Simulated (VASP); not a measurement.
Cs, 1 atom in the cell. It takes space group Im-3m (No. 229, cubic). Conventional cell: a = 6.070 Å, b = 6.070 Å, c = 6.070 Å, α = 90.00°, β = 90.00°, γ = 90.00°. 

```yaml
Program: VASP 6.6.1
Task: relaxation of cell and atoms
Functional: PBEsol
Potentials_or_basis: VASP PAW PBE potentials, release 64 (Cs_sv)
Cutoff: 500 eV
k_mesh: 5 × 5 × 5
Occupations: gaussian, width 0.05 eV
Spin: no spin polarisation
Dipole_correction: no
Further_INCAR_settings: ALGO = Normal; EDIFF = 1e-07; IBRION = 2; EDIFFG = -0.01; NSW = 80; ISIF = 3
```

Potentials or basis: VASP PAW PBE potentials, release 64 (Cs_sv).

Run with:

```bash
$ cat potpaw_PBE.64/Cs_sv/POTCAR > POTCAR
$ mpirun -np 1 vasp_std > vasp.out
```

Hardware: 1 thread of AMD EPYC 7R43 64-Core Processor (Zen 3), with other jobs on the host.

**Question.** How long does it take, and how much memory?

**Answer.** It took 27 s on 1 thread of AMD EPYC 7R43 64-Core Processor (Zen 3), on a shared host, peak memory 0.2 GiB. Counts: scf iterations 32, k points 10, ion steps 4.
